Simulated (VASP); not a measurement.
MnSn3, 4 atoms in the cell. It takes space group Pm-3m (No. 221, cubic). The conventional cell has a = 4.276 Å, b = 4.276 Å, c = 4.276 Å, α = 90.00°, β = 90.00°, γ = 90.00°. Within 4.0 Å of Sn (site symmetry 4/mmm) lie 8 Sn at 3.02 Å and 4 Mn at 3.02 Å. Mn (site symmetry m-3m) has 12 Sn at 3.02 Å within 4.0 Å. 

```yaml
Program: VASP 6.6.1
Task: single point
Functional: PBE
Potentials_or_basis: VASP PAW PBE potentials, release 64 (Sn_d, Mn_pv)
Cutoff: 520 eV
k_mesh: 4 × 4 × 4
Occupations: gaussian, width 0.1 eV
Spin: collinear spin, ferromagnetic start
Starting_moments: "[0.0, 0.0, 0.0, 4.0] μB"
Dipole_correction: no
Further_INCAR_settings: ALGO = Normal; EDIFF = 1e-06; NBANDS = 40
```

Potentials or basis: VASP PAW PBE potentials, release 64 (Sn_d, Mn_pv).

Launch:

```sh
$ cat potpaw_PBE.64/Sn_d/POTCAR potpaw_PBE.64/Mn_pv/POTCAR > POTCAR
$ mpirun -np 1 vasp_std > vasp.out
```

Hardware: 1 thread of Intel(R) Xeon(R) Platinum 8559C (Emerald Rapids), with other jobs on the host.

**Question.** Estimate the wall time of this run.

**Answer.** Wall time 40 s on 1 thread of Intel(R) Xeon(R) Platinum 8559C (Emerald Rapids) (shared host), peak memory 0.22 GiB. Counts: scf iterations 16, k points 10.
